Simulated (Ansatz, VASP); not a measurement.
**MgSiSe3 in VASP and in Ansatz**

```
CELL_PARAMETERS angstrom
3.16358 1.82650 5.15460
-3.16358 1.82650 5.15460
0.00000 -3.65299 5.15460
ATOMIC_POSITIONS crystal
Mg 0.75000 0.75000 0.75000
Mg 0.25000 0.25000 0.25000
Si 0.50000 0.50000 0.50000
Si 0.00000 0.00000 0.00000
Se 0.22500 0.27500 0.75000
Se 0.27500 0.75000 0.22500
Se 0.77500 0.72500 0.25000
Se 0.25000 0.77500 0.72500
Se 0.72500 0.25000 0.77500
Se 0.75000 0.22500 0.27500
```

Alike in both runs: task relaxation of cell and atoms; functional PBE; k mesh 3 × 3 × 3; occupations gaussian, width 0.1 eV; no spin polarisation.

```csv
,VASP,Ansatz
version,VASP 6.6.1,Ansatz 0.2.0
potentials or method,"VASP PAW PBE potentials, release 64 (Mg, Si, Se), cutoff 600 eV","scalar-relativistic, plane waves, PAW"
valence electrons in the cell,48,124
```

Ansatz gave:

- gap on the k mesh at the Fermi level, each at its own relaxed structure (eV): 0.36
- relaxed volume (Å³/atom): 21.46
- relaxed length of the cell vector where the two differ most in proportion (Å): 6.675

Estimate VASP's values.

gap on the k mesh at the Fermi level, each at its own relaxed structure (eV): 0.37; relaxed volume (Å³/atom): 21.44; relaxed length of the cell vector where the two differ most in proportion (Å): 6.667.

VASP's potentials hold 48 valence electrons a cell and Ansatz's 124, so a difference there can come from the potentials and not from the codes.

Noted on VASP's run: the volume moved by over 15 % at a fixed basis, so the end points are rough.
